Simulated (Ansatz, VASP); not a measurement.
## One calculation of FeBi, two programs

INCAR

```
SYSTEM = FeBi
PREC = Accurate
ENCUT = 520
EDIFF = 1E-7
ISMEAR = 0
SIGMA = 0.05
LREAL = .False.
LASPH = .True.
NELM = 150
ALGO = Normal
ISIF = 2
LWAVE = .False.
LCHARG = .True.
ISPIN = 2
MAGMOM = 2.93 0
LORBIT = 11
LMAXMIX = 4
GGA = PE
LELF = .True.
LVHAR = .True.
NBANDS = 22
```

Contents of KPOINTS:

```
regular mesh
0
Gamma
  10 10 10
  0 0 0
```

File POSCAR:

```
FeBi
1.0
    0.0000000000      2.7760535506      2.7760535506
    2.7760535506      0.0000000000      2.7760535506
    2.7760535506      2.7760535506      0.0000000000
Fe Bi
1 1
Direct
    0.5000000000      0.5000000000      0.5000000000
    0.0000000000      0.0000000000      0.0000000000
```

Input for Ansatz:

```yaml
crystal:
  lattice:
    - [0.0, 2.7760535506, 2.7760535506]
    - [2.7760535506, 0.0, 2.7760535506]
    - [2.7760535506, 2.7760535506, 0.0]
  atoms:
    - { symbol: Fe, position: [0.5, 0.5, 0.5], spin: 2.93 }
    - { symbol: Bi, position: [0.0, 0.0, 0.0] }
basis:
  ecutwfc: 420
  ecutrho_ratio: 4
kpoints:
  mp_grid: { grid: [10, 10, 10] }
hamiltonian:
  xc: pbe
scf:
  occupations: { method: gaussian, width: 0.05 }
output:
  forces: true
  stress: true
  eigenvalues: true
  populations: true
magnetization:
  spin_polarized: true
```

Alike in both runs: task single point; functional PBE; k mesh 10 × 10 × 10; occupations gaussian, width 0.05 eV; collinear spin.

```csv
,VASP,Ansatz
version,VASP 6.6.1,Ansatz 0.2.0
potentials or method,"VASP PAW PBE potentials, release 64 (Fe, Bi_d), cutoff 520 eV","scalar-relativistic, plane waves, PAW"
valence electrons in the cell,23,31
```

|  | VASP | Ansatz | Ansatz less VASP |
| --- | --- | --- | --- |
| gap on the k mesh at the Fermi level (eV) | none | none | - |
| pressure (GPa) | 1.1 | 1.4 | +0.37 |
| traceless stress, the component that is largest in VASP (GPa) | 0.00 | 0.19 | +0.188 |
| net moment per atom (μB) | 1.29 | 1.28 | -0.006 |
| size of the moment on the site where the two differ most (μB) | 0.07 | 0.05 | -0.025 |

Site moments also hang on the region over which each program counts them. A gap of «none» marks a metal or a gap that the smearing closes. The functional is the same, so the differences come from potentials, cutoffs and numerics. VASP's potentials hold 23 valence electrons a cell and Ansatz's 31, so a difference there can come from the potentials and not from the codes. Ansatz's warnings: stability check not made.

Neither program's run includes spin-orbit coupling.
